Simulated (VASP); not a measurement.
**TaN: single point with PBEsol+D3(BJ)+U**

TaN:

```
Ta N
1.0
     0.00000    2.25469    2.25469
     2.25469    0.00000    2.25469
     2.25469    2.25469    0.00000
Ta N
1 1
Cartesian
  2.2547 2.2547 2.2547
  0.0000 0.0000 0.0000
```

This cell differs from its parent crystal: volume scaled by 1.06.

- Program: VASP 6.6.1
- Task: single point
- Functional: PBEsol
- Dispersion: D3(BJ)
- Potentials or basis: VASP PAW PBE potentials, release 64 (Ta_pv, N)
- Cutoff: 520 eV
- k mesh: 10 × 10 × 10
- Occupations: fermi-dirac, width 0.01 eV
- Spin: no spin polarisation
- Hubbard terms: Ta d U = 8.0 eV
- Dipole correction: no
- Further INCAR settings: ALGO = Normal; EDIFF = 1e-06; NBANDS = 15

```
Pressure                   : -10.5 GPa
Band gap on the k mesh     : zero (band 8 reaches 11.37 eV, above the bottom of band 9 at 7.79 eV)
Dispersion energy per atom : -0.432 eV
```

Levels at points of the mesh, in eV from the Fermi level:
| k point | band 4 | band 5 | band 6 | band 7 | band 8 | band 9 | band 10 | band 11 | band 12 | band 13 |
| --- | --- | --- | --- | --- | --- | --- | --- | --- | --- | --- |
| (0.00, 0.00, 0.00) | -18.89 | -4.14 | -4.14 | -4.14 | -1.83 | -1.83 | -1.83 | 0.05 | 0.76 | 0.76 |
| (0.50, 0.00, 0.00) | -16.15 | -10.42 | -7.08 | -7.08 | 1.74 | 1.92 | 1.92 | 2.53 | 7.30 | 7.30 |
| (0.50, 0.50, 0.00) | -17.25 | -7.26 | -5.07 | -5.07 | -5.07 | 2.72 | 3.46 | 3.46 | 3.79 | 5.45 |

Eigenvalues of the final occupation matrices:
| site | spin | trace | eigenvalues |
| --- | --- | --- | --- |
| site 1 d | 1 | 1.05 | 0.16 0.16 0.24 0.24 0.24 |
| site 1 d | 2 | 1.05 | 0.16 0.16 0.24 0.24 0.24 |

Run time: 13 s on 1 thread of Intel Xeon 6975P-C, with other jobs on the host, peak memory 0.16 GiB.

Caveat: the PAW data sets were made with another functional, which shifts forces and pressure a little; spin-orbit coupling is left out, which moves the levels of the heavy elements; U without spin polarisation on a metal has little footing; pairwise dispersion overbinds metals, which lowers pressure and volume.
